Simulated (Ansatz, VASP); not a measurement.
**CdSe: VASP beside Ansatz**

The input POSCAR:

```
CdSe
1.0
    4.4709453753      0.0000000000      0.0000000000
   -2.2354726876      3.8719522740      0.0000000000
    0.0000000000      0.0000000000      7.2889453619
Cd Se
2 2
Direct
    0.3333333333      0.6666666667     -0.0006180764
    0.6666666667      0.3333333333      0.4993819236
    0.3333333333      0.6666666667      0.3756180764
    0.6666666667      0.3333333333      0.8756180764
```

File INCAR.step1:

```
SYSTEM = CdSe
  PREC = Accurate
  ENCUT = 550
  ISMEAR = 0
  SIGMA = 0.01
  LREAL = .FALSE.
  LASPH = .TRUE.
  NELM = 120
  NBANDS = 26
  GGA = PE
  ALGO = Normal
  EDIFF = 1E-5
  LWAVE = .TRUE.
  LCHARG = .FALSE.
  GGA_COMPAT = .FALSE.
```

Contents of INCAR.step2:

```
SYSTEM = CdSe
  PREC = Accurate
  ENCUT = 550
  EDIFF = 1E-6
  ISMEAR = 0
  SIGMA = 0.01
  LREAL = .FALSE.
  LASPH = .TRUE.
  NELM = 120
  ALGO = Normal
  ISIF = 2
  LWAVE = .FALSE.
  LCHARG = .FALSE.
  METAGGA = R2SCAN
  LMIXTAU = .TRUE.
  NBANDS = 26
  ISTART = 1
  GGA_COMPAT = .FALSE.
```

File KPOINTS:

```
Automatic mesh
0
G
  12 12 4
  0 0 0
```

Input for Ansatz:

```yaml
crystal:
  lattice:
    - [4.4709453753, 0.0, 0.0]
    - [-2.2354726876, 3.871952274, 0.0]
    - [0.0, 0.0, 7.2889453619]
  atoms:
    - { symbol: Cd, position: [0.3333333333, 0.6666666667, -0.0006180764] }
    - { symbol: Cd, position: [0.6666666667, 0.3333333333, 0.4993819236] }
    - { symbol: Se, position: [0.3333333333, 0.6666666667, 0.3756180764] }
    - { symbol: Se, position: [0.6666666667, 0.3333333333, 0.8756180764] }
kpoints:
  mp_grid: { grid: [12, 12, 4] }
  band_path:
    path:
      - [0.0, 0.0, 0.0]
      - [0.5, 0.0, 0.0]
      - [0.3333333333, 0.3333333333, 0.0]
      - [0.0, 0.0, 0.5]
      - [0.5, 0.0, 0.5]
      - [0.3333333333, 0.3333333333, 0.5]
    npoints: 1
hamiltonian:
  xc: r2scan
scf:
  occupations: { method: fixed }
  n_extra_bands: 5
output:
  forces: true
  stress: true
  eigenvalues: true
```

Change from the starting cell: hydrostatic strain +3.0%.

Alike in both runs: task single point; functional r2SCAN; k mesh 12 × 12 × 4; no spin polarisation.

|  | VASP | Ansatz |
| --- | --- | --- |
| version | VASP 6.6.1 | Ansatz 0.2.0 |
| potentials or method | VASP PAW PBE potentials, release 64 (Cd, Se) | plane waves, PAW |
| plane-wave cutoff (eV) | 550 | 500 |
| occupations | gaussian, width 0.01 eV | fixed |
| valence electrons in the cell | 36 | 72 |

VASP gave:

| Quantity | Value |
| --- | --- |
| gap on the k mesh at the Fermi level (eV) | 0.88 |
| pressure (GPa) | -3.6 |

**Question.** Which values does Ansatz return?

**Answer.** gap on the k mesh at the Fermi level (eV): 0.89; pressure (GPa): -3.7.

VASP's potentials were made for PBE, not for r2SCAN. VASP's potentials hold 36 valence electrons a cell and Ansatz's 72, so a difference there can come from the potentials and not from the codes.
